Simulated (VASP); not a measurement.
A run of VASP 6.6.1 is set up as follows.

The input INCAR:

```
SYSTEM = Ge
PREC = Accurate
ENCUT = 520
EDIFF = 1E-6
ISMEAR = 0
SIGMA = 0.1
LREAL = .FALSE.
LASPH = .TRUE.
NELM = 100
ALGO = Normal
ISIF = 2
LWAVE = .FALSE.
LCHARG = .TRUE.
GGA = PE
LELF = .TRUE.
LVHAR = .TRUE.
NBANDS = 36
```

File KPOINTS:

```
regular mesh
0
G
  12 12 8
  0 0 0
```

POSCAR

```
Ge
1.0
    4.0581567077      0.0000000000      0.0000000000
   -2.0290783538      3.5144668014      0.0000000000
    0.0000000000      0.0000000000      6.8933040390
Ge
4
Direct
    0.6666666667      0.3333333333      0.0642135371
    0.3333333333      0.6666666667      0.5642135371
    0.6666666667      0.3333333333      0.4357864629
    0.3333333333      0.6666666667      0.9357864629
```

Potentials or basis: VASP PAW PBE potentials, release 64 (Ge_d).

The run is started by

```bash
$ cat potpaw_PBE.64/Ge_d/POTCAR > POTCAR
$ mpirun -np 1 vasp_std > vasp.out
```

(1) Predict the band gap on the k mesh.

(2) What does it give for the pressure?

Results:

(1) 0.02 eV.

(2) -1.6 GPa.

Caveat: the cell differs from its parent crystal (strain along c alone, the other axes held: +3.0 %, then relaxed in part); semilocal functionals underestimate gaps, and a narrow one can read as zero.
